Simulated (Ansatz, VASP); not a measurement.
One calculation of Li3Os, two programs

```
Li Os
1.0
     5.25303    0.00000    0.00000
    -2.62652    4.54926    0.00000
     0.00000    0.00000    4.21637
Li Os
6 2
Direct
  0.83300 0.66600 0.25000
  0.16700 0.83300 0.75000
  0.33400 0.16700 0.25000
  0.16700 0.33400 0.75000
  0.83300 0.16700 0.25000
  0.66600 0.83300 0.75000
  0.33333 0.66667 0.25000
  0.66667 0.33333 0.75000
```

Alike in both runs: task single point; functional PBE; k mesh 6 × 6 × 4; occupations gaussian, width 0.1 eV; no spin polarisation.

```csv
,VASP,Ansatz
version,VASP 6.6.1,Ansatz 0.2.0
potentials or method,"VASP PAW PBE potentials, release 64 (Li_sv, Os), cutoff 520 eV","scalar-relativistic, plane waves, PAW"
valence electrons in the cell,34,50
```

Ansatz gave:

```
gap on the k mesh at the Fermi level (eV) : none
rms of the force components (eV/Å)        : 0.150
```

Q: What did VASP give for the same quantities?

A: gap on the k mesh at the Fermi level (eV): none; rms of the force components (eV/Å): 0.152.

Atom by atom the forces differ by 0.002 eV/Å (rms over components). A gap of «none» marks a metal or a gap that the smearing closes. VASP's potentials hold 34 valence electrons a cell and Ansatz's 50, so a difference there can come from the potentials and not from the codes.

The k mesh is coarse, so the values compare programs but aren't converged. Neither program's run includes spin-orbit coupling. Noted on VASP's run: the cutoff is short for stress, so the pressure is rough.
